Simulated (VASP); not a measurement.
Set up this calculation in VASP 6.6.1, as the native input.

- Task: single point
- Functional: LDA
- Potentials or basis: VASP PAW LDA potentials, release 64 (Ni)
- Cutoff: 520 eV
- k mesh: 18 × 18 × 18
- Occupations: fermi-dirac, width 0.05 eV
- Spin: collinear spin, ferromagnetic start
- Starting moments: [0.355] μB
- Dipole correction: no
- Further INCAR settings: ALGO = Normal; EDIFF = 1e-07; NBANDS = 15

The structure of Ni lies in POSCAR:

```
Ni
1.0
   -1.3045674437      1.3045674437      1.3045674437
    1.3045674437     -1.3045674437      1.3045674437
    1.3045674437      1.3045674437     -1.3045674437
Ni
1
Direct
    0.0000000000      0.0000000000      0.0000000000
```

This cell differs from its parent crystal: volume scaled by 0.88.

These files were run (other wordings do the same):

INCAR

```
SYSTEM = Ni
ALGO = Normal
EDIFF = 1E-7
ENCUT = 520
ISIF = 2
ISMEAR = -1
ISPIN = 2
LASPH = .True.
LCHARG = .False.
LMAXMIX = 4
LORBIT = 11
LREAL = .False.
LWAVE = .False.
MAGMOM = 0.355
NBANDS = 15
NELM = 150
PREC = Accurate
SIGMA = 0.05
```

KPOINTS

```
k-points
0
Gamma
  18 18 18
  0 0 0
```

Potentials or basis: VASP PAW LDA potentials, release 64 (Ni).

Run with:

```bash
$ cat potpaw_LDA.64/Ni/POTCAR > POTCAR
$ mpirun -np 1 vasp_std > vasp.out
```

It gave:

```
Pressure                                              : 41.4 GPa
Band gap on the k mesh                                : zero (filled and empty bands overlap)
Net moment                                            : 0.00 μB per cell
Valence electrons inside the program's atomic spheres : Ni 9.76
```

It took 100 s on 1 thread of Intel Xeon 8259CL, on a shared host, peak memory 0.15 GiB.
